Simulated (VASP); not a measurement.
# MgO (P6_3mc) in VASP: further runs

MgO is run at these levels: PBEsol; tasks: single point.

Program: VASP 6.6.1. These are calculated values, not measurements. Logs are shortened: lines on timing, memory, paths and dates and some standing lists are left out, and cuts for length are marked.

## 1. The cell of the first run

It takes space group P6_3mc (No. 186, hexagonal). Conventional cell: a = 3.282 Å, b = 3.282 Å, c = 5.086 Å, α = 90.00°, β = 90.00°, γ = 120.00°. Within 2.4 Å of Mg (site symmetry 3m) lie 4 O at 1.78 to 2.04 Å. Within 2.4 Å of O (site symmetry 3m) lie 4 Mg at 1.78 to 2.04 Å.

## 2. Single point, PBEsol (c/a of the conventional cell at fixed volume 1.5498)

The input, INCAR:

```
PREC = Accurate
ENCUT = 520
EDIFF = 1E-7
ISMEAR = 0
SIGMA = 0.05
LREAL = F
LASPH = T
NELM = 60
ALGO = Normal
ISIF = 2
LWAVE = F
LCHARG = T
GGA = PS
LELF = T
LVHAR = T
NBANDS = 16
```

The input, KPOINTS:

```
regular mesh
0
Gamma
  9 9 6
```

The input, POSCAR:

```
MgO
1.0
    3.2817469438      0.0000000000      0.0000000000
   -1.6408734719      2.8420762221      0.0000000000
    0.0000000000      0.0000000000      5.0860514134
Mg O
2 2
Direct
    0.3333333333      0.6666666667      0.0508752499
    0.6666666667      0.3333333333      0.5508752499
    0.3333333333      0.6666666667      0.4009416620
    0.6666666667      0.3333333333      0.9009416620
```

Potentials or basis: VASP PAW PBE potentials, release 64 (Mg, O).

Started as:

```
$ cat potpaw_PBE.64/Mg/POTCAR potpaw_PBE.64/O/POTCAR > POTCAR
$ mpirun -np 1 vasp_std > vasp.out
```

OUTCAR:

```text
PREC = Accurate
   ENCUT = 520
   EDIFF = 1E-7
   ISMEAR = 0
   LREAL = F
   LASPH = T
   NELM = 60
   ISIF = 2
   GGA = PS

 ion  position               nearest neighbor table
   1  0.333  0.667  0.051-   3 1.78   4 2.04   4 2.04   4 2.04   2 3.17   2 3.17   2 3.17   2 3.17
                             2 3.17   2 3.17
   2  0.667  0.333  0.551-   4 1.78   3 2.04   3 2.04   3 2.04   1 3.17   1 3.17   1 3.17   1 3.17
                             1 3.17   1 3.17
   3  0.333  0.667  0.401-   1 1.78   2 2.04   2 2.04   2 2.04
   4  0.667  0.333  0.901-   2 1.78   1 2.04   1 2.04   1 2.04

  LATTYP: Found a hexagonal cell.
 ALAT       =     3.2817469438
 C/A-ratio  =     1.5498000000

  Lattice vectors:

 A1 = (   3.2817469438,   0.0000000000,   0.0000000000)
 A2 = (  -1.6408734719,   2.8420762221,   0.0000000000)
 A3 = (   0.0000000000,   0.0000000000,   5.0860514134)

Analysis of symmetry for initial positions (statically):
=====================================================================
 Subroutine PRICEL returns:
 Original cell was already a primitive cell.

 Routine SETGRP: Setting up the symmetry group for a
 hexagonal supercell.

 Subroutine GETGRP returns: Found 12 space group operations
 (whereof  6 operations were pure point group operations)
 out of a pool of 24 trial point group operations.

The static configuration has the point symmetry C_3v.
 The point group associated with its full space group is C_6v.

Analysis of symmetry for dynamics (positions and initial velocities):
=====================================================================
 Subroutine PRICEL returns:
 Original cell was already a primitive cell.

 Routine SETGRP: Setting up the symmetry group for a
 hexagonal supercell.

 Subroutine GETGRP returns: Found 12 space group operations
 (whereof  6 operations were pure point group operations)
 out of a pool of 24 trial point group operations.

The dynamic configuration has the point symmetry C_3v.
 The point group associated with its full space group is C_6v.

 Subroutine INISYM returns: Found 12 space group operations
 (whereof  6 operations are pure point group operations),
 and found     1 'primitive' translations

----------------------------------------------------------------------------------------

                                     Primitive cell

  volume of cell :      47.4375

  direct lattice vectors                    reciprocal lattice vectors
     3.281746944  0.000000000  0.000000000     0.304715756  0.175927724  0.000000000
    -1.640873472  2.842076222  0.000000000     0.000000000  0.351855447  0.000000000
     0.000000000  0.000000000  5.086051413     0.000000000  0.000000000  0.196616180

  length of vectors
     3.281746944  3.281746944  5.086051413     0.351855447  0.351855447  0.196616180

  position of ions in fractional coordinates (direct lattice)
     0.333333333  0.666666667  0.050875250
     0.666666667  0.333333333  0.550875250
     0.333333333  0.666666667  0.400941662
     0.666666667  0.333333333  0.900941662

  ion indices of the primitive-cell ions
   primitive index   ion index
                 1           1
                 2           2
                 3           3
                 4           4

----------------------------------------------------------------------------------------

 KPOINTS: regular mesh

Automatic generation of k-mesh.
 Grid dimensions read from file:
 generate k-points for:    9    9    6

 Generating k-lattice:

  Cartesian coordinates                     Fractional coordinates (reciprocal lattice)
     0.033857306  0.019547525  0.000000000     0.111111111  0.000000000  0.000000000
     0.000000000  0.039095050  0.000000000     0.000000000  0.111111111  0.000000000
     0.000000000  0.000000000  0.032769363     0.000000000  0.000000000  0.166666667

  Length of vectors
     0.039095050  0.039095050  0.032769363

  Shift w.r.t. Gamma in fractional coordinates (k-lattice)
     0.000000000  0.000000000  0.000000000

 Subroutine IBZKPT returns following result:
 ===========================================

 Found     48 irreducible k-points:

 Following reciprocal coordinates:
            Coordinates               Weight
  0.000000  0.000000  0.000000      1.000000
  0.111111  0.000000  0.000000      6.000000
  0.222222  0.000000  0.000000      6.000000
  0.333333  0.000000  0.000000      6.000000
  0.444444  0.000000  0.000000      6.000000
  0.111111  0.111111  0.000000      6.000000
[... 16 lines left out ...]
  0.333333  0.222222  0.166667     24.000000
  0.333333  0.333333  0.166667      4.000000
 [... further k-points ...]
   k-points           NKPTS =     48   k-points in BZ     NKDIM =     48   number of bands    NBANDS=     16
   number of dos      NEDOS =    301   number of ions     NIONS =      4
   total plane-waves  NPLWV =  23040
   dimension x,y,z NGX =    24 NGY =   24 NGZ =   40
   dimension x,y,z NGXF=    48 NGYF=   48 NGZF=   80
   ions per type =               2   2
   NGX,Y,Z   is equivalent  to a cutoff of  12.16, 12.16, 13.07 a.u.
   NGXF,Y,Z  is equivalent  to a cutoff of  24.32, 24.32, 26.15 a.u.
 SYSTEM =  unknown system
   PREC   = accura    normal or accurate (medium, high low for compatibility)
   ISTART =      0    job   : 0-new  1-cont  2-samecut
   ICHARG =      2    charge: 1-file 2-atom 10-const
   ISPIN  =      1    spin polarized calculation?
   LNONCOLLINEAR =      F non collinear calculations
   LSORBIT =      F    spin-orbit coupling
   LASPH  =      T    aspherical Exc in radial PAW
   ENCUT  =  520.0 eV  38.22 Ry    6.18 a.u.   6.10  6.10  9.46*2*pi/ulx,y,z
   NELM   =     60;   NELMIN=  2; NELMDL= -5     # of ELM steps
   EDIFF  = 0.1E-06   stopping-criterion for ELM
   LREAL  =      F    real-space projection
   EDIFFG = 0.1E-05   stopping-criterion for IOM
   NSW    =      0    number of steps for IOM
   IBRION =     -1    ionic relax: 0-MD 1-quasi-New 2-CG
   NFREE  =      0    steps in history (QN), initial steepest desc. (CG)
   ISIF   =      2    stress and relaxation
   ISYM   =      2    0-nonsym 1-usesym 2-fastsym
   POTIM  = 0.5000    time-step for ionic-motion
   TEBEG  =    0.0;   TEEND  =   0.0 temperature during run
   PSTRESS=    0.0 pullay stress
   NELECT =      16.0000    total number of electrons
   NUPDOWN=      -1.0000    fix difference up-down
   EMIN   =  10.00;   EMAX   =-10.00  energy-range for DOS
   EFERMI =   0.00;   METHOD = LEGACY
   ISMEAR =     0;   SIGMA  =   0.05  broadening in eV -4-tet -1-fermi 0-gaus
   EFERMI_NEDOS =   21; number of points for ismear=-14 and -15
   IALGO  =     38    algorithm
   IMIX   =      4    mixing-type and parameters
     AMIX     =   0.40;   BMIX     =  1.00
     AMIX_MAG =   1.60;   BMIX_MAG =  1.00
  volume/ion in A,a.u.               =      11.86        80.03
  Fermi-wavevector in a.u.,A,eV,Ry     =   1.139570  2.153475 17.668792  1.298620
  Thomas-Fermi vector in A             =   2.276273
   LORBIT       =      0    0 simple, 1 ext, 2 COOP (PROOUT), +10 PAW based schemes
   GGA     = PS    functional components
   LHFCALC =     F    Hartree Fock is set to
   AEXX    =    0.0000 exact exchange contribution
   IVDW    =     0    specifies the selected vdW correction
   LEPSILON=     F    determine dielectric tensor
   LRPA    =     F    only Hartree local field effects (RPA)
 non-spin polarized calculation
 Gauss-broadening in eV      SIGMA  =   0.05
  energy-cutoff  :      520.00
  volume of cell :       47.44
 maximum number of plane-waves:      1296
   NGX = 13   NGY = 13   NGZ = 19

 number of electron      16.0000012 magnetization

 Free energy of the ion-electron system (eV)
  ---------------------------------------------------
  ext. energy  EPLUGINS =         0.00000000
  ---------------------------------------------------
  free energy    TOTEN  =       -24.05350068 eV

  energy without entropy =      -24.05350068  energy(sigma->0) =      -24.05350068

 E-fermi :   0.9647     XC(G=0):  -9.9403

 val. band max:        0.6710187821   @ k =   0.0000   0.0000   0.0000
 cond. band min:       4.2766351453   @ k =   0.0000   0.0000   0.0000
 fundamental gap:      3.6056163632
 Fermi energy:         0.9646803852

 k-point     1 :       0.0000    0.0000    0.0000
  band No.  band energies     occupation
      1     -15.2006      2.00000
      2     -14.4208      2.00000
      3      -2.3537      2.00000
      4       0.4194      2.00000
      5       0.4194      2.00000
      6       0.6031      2.00000
[... 8 lines left out ...]
     15      17.6062      0.00000
     16      17.6062      0.00000

 k-point     2 :       0.1111    0.0000    0.0000
  band No.  band energies     occupation
      1     -15.1382      2.00000
      2     -14.3983      2.00000
      3      -2.2320      2.00000
      4       0.0549      2.00000
      5       0.2609      2.00000
      6       0.3292      2.00000
[... 8 lines left out ...]
     15      17.3199      0.00000
     16      17.5289      0.00000

 k-point     3 :       0.2222    0.0000    0.0000
  band No.  band energies     occupation
      1     -14.9699      2.00000
      2     -14.3463      2.00000
      3      -1.8923      2.00000
      4      -0.8302      2.00000
      5      -0.3395      2.00000
      6       0.1403      2.00000
[... 8 lines left out ...]
     15      16.1746      0.00000
     16      16.5545      0.00000

 k-point     4 :       0.3333    0.0000    0.0000
  band No.  band energies     occupation
      1     -14.7524      2.00000
      2     -14.3041      2.00000
      3      -1.6505      2.00000
      4      -1.3848      2.00000
      5      -0.9005      2.00000
      6      -0.0431      2.00000
[... 8 lines left out ...]
     15      15.5156      0.00000
     16      16.6817      0.00000
[... 324 lines left out ...]
 k-point    22 :       0.2222    0.2222    0.1667
  band No.  band energies     occupation
      1     -14.6209      2.00000
      2     -14.3177      2.00000
      3      -1.6599      2.00000
      4      -1.5288      2.00000
      5      -0.5869      2.00000
      6      -0.4455      2.00000
[... 8 lines left out ...]
     15      14.9087      0.00000
     16      17.2433      0.00000

 k-point    23 :       0.3333    0.2222    0.1667
  band No.  band energies     occupation
      1     -14.4754      2.00000
      2     -14.3267      2.00000
      3      -1.8500      2.00000
      4      -1.3683      2.00000
      5      -0.8941      2.00000
      6      -0.3421      2.00000
[... 8 lines left out ...]
     15      14.6880      0.00000
     16      17.1484      0.00000

 k-point    24 :       0.3333    0.3333    0.1667
  band No.  band energies     occupation
      1     -14.3776      2.00000
      2     -14.3776      2.00000
      3      -1.6514      2.00000
      4      -1.2477      2.00000
      5      -1.2477      2.00000
      6      -0.4862      2.00000
[... 8 lines left out ...]
     15      14.6626      0.00000
     16      17.8438      0.00000

 [... further k-points ...]
[... 5 lines left out ...]
  --------------------------------------------------------------------------------------
  -------------------------------------------------------------------------------------
  Total       -1.5737292     -1.5737292      7.8387911      0.0000000     -0.0000000      0.0000000
  in kB      -53.1519299    -53.1519299    264.7513098      0.0000000     -0.0000000      0.0000000
  external PRESSURE =      52.8158167 kB  Pullay stress =       0.0000000 kB

 VOLUME and BASIS-vectors are now :
 -----------------------------------------------------------------------------
  energy-cutoff  :      520.00
  volume of cell :       47.44
      direct lattice vectors                 reciprocal lattice vectors
     3.281746944  0.000000000  0.000000000     0.304715756  0.175927724  0.000000000
    -1.640873472  2.842076222  0.000000000     0.000000000  0.351855447  0.000000000
     0.000000000  0.000000000  5.086051413     0.000000000  0.000000000  0.196616180

 POSITION                                       TOTAL-FORCE (eV/Angst)
 -----------------------------------------------------------------------------------
     -0.00000      1.89472      0.25875         0.000000     -0.000000     -2.882848
      1.64087      0.94736      2.80178        -0.000000      0.000000     -2.882848
     -0.00000      1.89472      2.03921         0.000000      0.000000      2.882848
      1.64087      0.94736      4.58224        -0.000000     -0.000000      2.882848
 -----------------------------------------------------------------------------------
    total drift:                               -0.000000      0.000000      0.001501

  FREE ENERGIE OF THE ION-ELECTRON SYSTEM (eV)
  ---------------------------------------------------
  free  energy   TOTEN  =       -24.0535006834 eV

  energy  without entropy=      -24.0535006834  energy(sigma->0) =      -24.05350068
```

Run time: 69 s. Hardware: 1 thread of AMD EPYC 7R13, shared host; peak memory 0.15 GiB.

Results:

* Free energy: -24.0535 eV
* Pressure: 5.3 GPa
* Largest force: 2.883 eV/Å
* Band gap on the k mesh: 3.61 eV, direct

Forces in eV/Å, atoms in the order of the input:
```
Mg   0.000  0.000 -2.883
Mg   0.000  0.000 -2.883
O    0.000  0.000  2.883
O    0.000  0.000  2.883
```

Stress tensor (GPa, compression positive):
```
-5.32  0.00  0.00
 0.00 -5.32  0.00
 0.00  0.00 26.48
```

Caveat: the PAW data sets were made with another functional, which shifts forces and pressure a little. A k mesh can miss the band edges.

(Continued in part 2 of 2.)
